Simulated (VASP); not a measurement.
SiGe3Ru, 10 atoms in the cell. The structure is hexagonal, space group P-6c2 (No. 188). The conventional cell has a = 5.874 Å, b = 5.874 Å, c = 5.861 Å, α = 90.00°, β = 90.00°, γ = 120.00°. Within 3.6 Å of Si (site symmetry 32) lie 6 Ge at 2.74 Å and 2 Si at 2.93 Å and 3 Ru at 3.39 Å. Ge (site symmetry m) has 2 Ru at 2.50 Å and 2 Si at 2.74 Å and 4 Ge at 2.78 to 3.20 Å within 3.3 Å. Within 3.4 Å of Ru (site symmetry 32) lie 6 Ge at 2.50 Å and 2 Ru at 2.93 Å and 3 Si at 3.39 Å. The cell was generated, and may not be a known phase.

```yaml
Program: VASP 6.6.1
Task: single point
Functional: PBE
Potentials_or_basis: VASP PAW PBE potentials, release 64 (Si, Ge_d, Ru_pv)
Cutoff: 520 eV
k_mesh: 6 × 6 × 6
Occupations: gaussian, width 0.1 eV
Spin: no spin polarisation
Dipole_correction: no
Further_INCAR_settings: ALGO = Normal; EDIFF = 1e-06; NBANDS = 71
```

Potentials or basis: VASP PAW PBE potentials, release 64 (Si, Ge_d, Ru_pv).

Run with:

```sh
$ cat potpaw_PBE.64/Si/POTCAR potpaw_PBE.64/Ge_d/POTCAR potpaw_PBE.64/Ru_pv/POTCAR > POTCAR
$ mpirun -np 1 vasp_std > vasp.out
```

Hardware: 1 thread of AMD EPYC 9R45 (Zen 5), on a shared host.

**Question.** How long does it take, and how much memory?

**Answer.** Wall time 4.5 min on 1 thread of AMD EPYC 9R45 (Zen 5), with other jobs on the host, peak memory 0.44 GiB. Counts: scf iterations 14, k points 28.
